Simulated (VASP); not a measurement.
# Lu2GaN3 (R-3m) in VASP: single point with r2SCAN+rVV10

Aim: the single point of Lu2GaN3 with r2SCAN+rVV10.

All numbers are computed with VASP 6.6.1; they aren't measurements. Logs are shortened: lines on timing, memory, paths and dates and some standing lists are left out, and cuts for length are marked.

## (1) The cell of the first run

The structure is trigonal, space group R-3m (No. 166). Conventional cell: a = 5.729 Å, b = 5.729 Å, c = 8.465 Å, α = 90.00°, β = 90.00°, γ = 120.00°. Lu (site symmetry 3m) has 3 N at 2.11 Å and 1 Ga at 2.72 Å within 2.8 Å. Within 2.9 Å of Ga (site symmetry -3m) lie 6 N at 2.17 Å and 2 Lu at 2.72 Å. N (site symmetry 2/m) has 2 Lu at 2.11 Å and 2 Ga at 2.17 Å and 4 N at 2.86 Å within 2.9 Å.

## (2) Single point, r2SCAN+rVV10

POSCAR

```
Lu2GaN3
1.0
    2.8644762149      1.6538061137      2.8216224505
   -2.8644762149      1.6538061137      2.8216224505
    0.0000000000     -3.3076122275      2.8216224505
Lu Ga N
2 1 3
Direct
    0.6785612677      0.6785612677      0.6785612677
    0.3214387323      0.3214387323      0.3214387323
    0.0000000000      0.0000000000      0.0000000000
    0.0000000000      0.5000000000      0.0000000000
    0.5000000000      0.0000000000      0.0000000000
    0.0000000000      0.0000000000      0.5000000000
```

INCAR.step1

```
SYSTEM = Lu2GaN3
  ALGO = Normal
  EDIFF = 1E-4
  ENCUT = 520
  GGA = PE
  ISMEAR = -1
  LASPH = .True.
  LCHARG = .False.
  LREAL = .False.
  LWAVE = .True.
  NBANDS = 48
  NELM = 60
  PREC = Accurate
  SIGMA = 0.03
```

INCAR.step2

```
SYSTEM = Lu2GaN3
  ALGO = Normal
  BPARAM = 11.95
  CPARAM = 0.0093
  EDIFF = 1E-6
  ENCUT = 520
  ISIF = 2
  ISMEAR = -1
  ISTART = 1
  IVDW_NL = 2
  LASPH = .True.
  LCHARG = .False.
  LMIXTAU = .True.
  LREAL = .False.
  LUSE_VDW = .True.
  LWAVE = .False.
  METAGGA = R2SCAN
  NBANDS = 48
  NELM = 60
  PREC = Accurate
  SIGMA = 0.03
```

KPOINTS

```
k-points
0
Gamma
  6 6 6
  0 0 0
```

Potentials or basis: VASP PAW PBE potentials, release 64 (Lu, Ga_d, N).

Started as:

```
$ cat potpaw_PBE.64/Lu/POTCAR potpaw_PBE.64/Ga_d/POTCAR potpaw_PBE.64/N/POTCAR > POTCAR
$ cp INCAR.step1 INCAR
$ mpirun -np 1 vasp_std > vasp.out
$ cp INCAR.step2 INCAR
$ mpirun -np 1 vasp_std > vasp.out
```

OUTCAR:

```text
SYSTEM = Lu2GaN3
   BPARAM = 11.95
   EDIFF = 1E-6
   ENCUT = 520
   ISIF = 2
   ISMEAR = -1
   ISTART = 1
   IVDW_NL = 2
   LASPH = .True.
   LREAL = .False.
   METAGGA = R2SCAN
   NELM = 60
   PREC = Accurate

 ion  position               nearest neighbor table
   1  0.679  0.679  0.679-   6 2.11   5 2.11   4 2.11   3 2.72   2 3.02   3 3.31   3 3.31   3 3.31
                             2 3.31   2 3.31   2 3.31
   2  0.321  0.321  0.321-   6 2.11   5 2.11   4 2.11   3 2.72   1 3.02   3 3.31   3 3.31   3 3.31
                             1 3.31   1 3.31   1 3.31
   3  0.000  0.000  0.000-   4 2.17   5 2.17   4 2.17   5 2.17   6 2.17   6 2.17   1 2.72   2 2.72
                             2 3.31   1 3.31   2 3.31   1 3.31   2 3.31   1 3.31
   4  0.000  0.500  0.000-   1 2.11   2 2.11   3 2.17   3 2.17
   5  0.500  0.000  0.000-   1 2.11   2 2.11   3 2.17   3 2.17
   6  0.000  0.000  0.500-   1 2.11   2 2.11   3 2.17   3 2.17

  LATTYP: Found a trigonal (rhomboedric) cell.
 ALAT       =     4.3476260074
 COS(alpha) =     0.1318073987

  Lattice vectors:

 A1 = (   2.8644762149,   1.6538061137,   2.8216224505)
 A2 = (  -2.8644762149,   1.6538061137,   2.8216224505)
 A3 = (   0.0000000000,  -3.3076122275,   2.8216224505)

Analysis of symmetry for initial positions (statically):
=====================================================================
 Subroutine PRICEL returns:
 Original cell was already a primitive cell.

 Routine SETGRP: Setting up the symmetry group for a
 trigonal (rhombohedral) supercell.

 Subroutine GETGRP returns: Found 12 space group operations
 (whereof 12 operations were pure point group operations)
 out of a pool of 12 trial point group operations.

The static configuration has the point symmetry D_3d.

Analysis of symmetry for dynamics (positions and initial velocities):
=====================================================================
 Subroutine PRICEL returns:
 Original cell was already a primitive cell.

 Routine SETGRP: Setting up the symmetry group for a
 trigonal (rhombohedral) supercell.

 Subroutine GETGRP returns: Found 12 space group operations
 (whereof 12 operations were pure point group operations)
 out of a pool of 12 trial point group operations.

The dynamic configuration has the point symmetry D_3d.

 Subroutine INISYM returns: Found 12 space group operations
 (whereof 12 operations are pure point group operations),
 and found     1 'primitive' translations
[... 104 lines left out ...]
   LREAL  =      F    real-space projection
   EDIFFG = 0.1E-04   stopping-criterion for IOM
   NSW    =      0    number of steps for IOM
   IBRION =     -1    ionic relax: 0-MD 1-quasi-New 2-CG
   NFREE  =      0    steps in history (QN), initial steepest desc. (CG)
   ISIF   =      2    stress and relaxation
   ISYM   =      2    0-nonsym 1-usesym 2-fastsym
   POTIM  = 0.5000    time-step for ionic-motion
   TEBEG  =    0.0;   TEEND  =   0.0 temperature during run
   PSTRESS=    0.0 pullay stress
   NELECT =      78.0000    total number of electrons
   NUPDOWN=      -1.0000    fix difference up-down
   EMIN   =  10.00;   EMAX   =-10.00  energy-range for DOS
   EFERMI =   0.00;   METHOD = LEGACY
   ISMEAR =    -1;   SIGMA  =   0.03  broadening in eV -4-tet -1-fermi 0-gaus
   EFERMI_NEDOS =   21; number of points for ismear=-14 and -15
   IALGO  =     38    algorithm
   IMIX   =      4    mixing-type and parameters
     AMIX     =   0.40;   BMIX     =  1.00
     AMIX_MAG =   1.60;   BMIX_MAG =  1.00
  volume/ion in A,a.u.               =      13.37        90.20
  Fermi-wavevector in a.u.,A,eV,Ry     =   1.621983  3.065104 35.794613  2.630830
  Thomas-Fermi vector in A             =   2.715671
   LORBIT       =      0    0 simple, 1 ext, 2 COOP (PROOUT), +10 PAW based schemes
   METAGGA = R2SCAN    functional components
   LHFCALC =     F    Hartree Fock is set to
   AEXX    =    0.0000 exact exchange contribution
   IVDW_NL    =     2    kernel type
   BPARAM     =11.9500
   IVDW    =     0    specifies the selected vdW correction
   LEPSILON=     F    determine dielectric tensor
   LRPA    =     F    only Hartree local field effects (RPA)
 non-spin polarized calculation
  energy-cutoff  :      520.00
  volume of cell :       80.20
 maximum number of plane-waves:      2188
   NGX = 17   NGY = 17   NGZ = 17

 number of electron      77.9999982 magnetization

 Free energy of the ion-electron system (eV)
  ---------------------------------------------------
  ext. energy  EPLUGINS =         0.00000000
  ---------------------------------------------------
  free energy    TOTEN  =      -116.38813360 eV

  energy without entropy =     -116.38792570  energy(sigma->0) =     -116.38802965

 E-fermi :   4.5805     XC(G=0): -12.8854

 val. band max:        4.4680680873   @ k =   0.3333   0.3333   0.3333
 cond. band min:       4.6521278705   @ k =   0.5000   0.5000   0.5000
 fundamental gap:      0.1840597833
 Fermi energy:         4.5804656539

 k-point     1 :       0.0000    0.0000    0.0000
  band No.  band energies     occupation
      1     -52.7030      2.00000
      2     -52.6447      2.00000
      3     -23.3486      2.00000
      4     -22.9685      2.00000
      5     -22.9685      2.00000
      6     -22.8877      2.00000
[... 1213 lines left out ...]
     47       9.9692      0.00000
     48      11.2358      0.00000

 [... further k-points ...]

------------------------ aborting loop because EDIFF is reached ----------------------------------------

  FORCE on cell =-STRESS in cart. coord.  units (eV):
  Direction    XX          YY          ZZ          XY          YZ          ZX
  --------------------------------------------------------------------------------------
  -------------------------------------------------------------------------------------
  Total        0.6212766      0.6212766      0.9713774      0.0000000     -0.0000000     -0.0000000
  in kB       12.4112535     12.4112535     19.4052212      0.0000000     -0.0000000     -0.0000000
  external PRESSURE =      14.7425761 kB  Pullay stress =       0.0000000 kB

 VOLUME and BASIS-vectors are now :
 -----------------------------------------------------------------------------
  energy-cutoff  :      520.00
  volume of cell :       80.20
      direct lattice vectors                 reciprocal lattice vectors
     2.864476215  1.653806114  2.821622451     0.174551982  0.100777634  0.118135342
    -2.864476215  1.653806114  2.821622451    -0.174551982  0.100777634  0.118135342
     0.000000000 -3.307612227  2.821622451     0.000000000 -0.201555267  0.118135342

 POSITION                                       TOTAL-FORCE (eV/Angst)
 -----------------------------------------------------------------------------------
      0.00000     -0.00000      5.74393        -0.000000      0.000000     -0.273296
      0.00000     -0.00000      2.72094        -0.000000     -0.000000      0.273296
      0.00000      0.00000      0.00000        -0.000000      0.000000      0.000000
     -1.43224      0.82690      1.41081         0.000000      0.000000      0.000000
      1.43224      0.82690      1.41081        -0.000000      0.000000      0.000000
      0.00000     -1.65381      1.41081        -0.000000      0.000000      0.000000
 -----------------------------------------------------------------------------------
    total drift:                                0.000000      0.000000     -0.000000

  FREE ENERGIE OF THE ION-ELECTRON SYSTEM (eV)
  ---------------------------------------------------
  free  energy   TOTEN  =      -116.3881335995 eV

  energy  without entropy=     -116.3879257007  energy(sigma->0) =     -116.38802965
```

OSZICAR.step1:

```text
N       E                     dE             d eps       ncg     rms          rms(c)
DAV:   1     0.664276989063E+03    0.66428E+03   -0.30709E+04  4776   0.515E+03
DAV:   2     0.792749368632E+02   -0.58500E+03   -0.54599E+03  3728   0.825E+02
DAV:   3    -0.334568512793E+02   -0.11273E+03   -0.10855E+03  3336   0.211E+02
DAV:   4    -0.469917246818E+02   -0.13535E+02   -0.13387E+02  4800   0.667E+01
DAV:   5    -0.477632196028E+02   -0.77149E+00   -0.77018E+00  4648   0.138E+01    0.197E+01
DAV:   6    -0.385934931545E+02    0.91697E+01   -0.28650E+01  5528   0.104E+02    0.780E+00
DAV:   7    -0.392830335838E+02   -0.68954E+00   -0.96192E+00  4400   0.238E+01    0.565E+00
DAV:   8    -0.392770717243E+02    0.59619E-02   -0.21780E+00  5192   0.110E+01    0.232E+00
DAV:   9    -0.391854339182E+02    0.91638E-01   -0.49274E-01  5184   0.118E+01    0.545E-01
DAV:  10    -0.391943027224E+02   -0.88688E-02   -0.86086E-02  4464   0.328E+00    0.205E-01
DAV:  11    -0.391957785266E+02   -0.14758E-02   -0.12791E-02  4552   0.124E+00    0.134E-01
DAV:  12    -0.391960401761E+02   -0.26165E-03   -0.21181E-03  4312   0.617E-01    0.457E-02
DAV:  13    -0.391960569564E+02   -0.16780E-04   -0.39678E-04  3336   0.388E-01
   1 F= -.39196057E+02 E0= -.39195822E+02  d E =-.469949E-03
```

Run time: 9.2 min. Hardware: 1 thread of AMD EPYC 7R43 (Zen 3), shared host; peak memory 0.36 GiB.

Results:

| Quantity | Value |
| --- | --- |
| Free energy | -116.3881 eV |
| Pressure | 1.5 GPa |
| Largest force | 0.273 eV/Å |
| Band gap on the k mesh | zero (bands 39 and 40 overlap by 0.30 eV) |

Forces in eV/Å, atoms in the order of the input:
```
Lu   0.000  0.000 -0.273
Lu   0.000  0.000  0.273
Ga   0.000  0.000  0.000
N    0.000  0.000  0.000
N    0.000  0.000  0.000
N    0.000  0.000  0.000
```

Caveat: the PAW data sets were made with another functional, which shifts forces and pressure a little; spin-orbit coupling is left out, which moves the levels of the heavy elements.
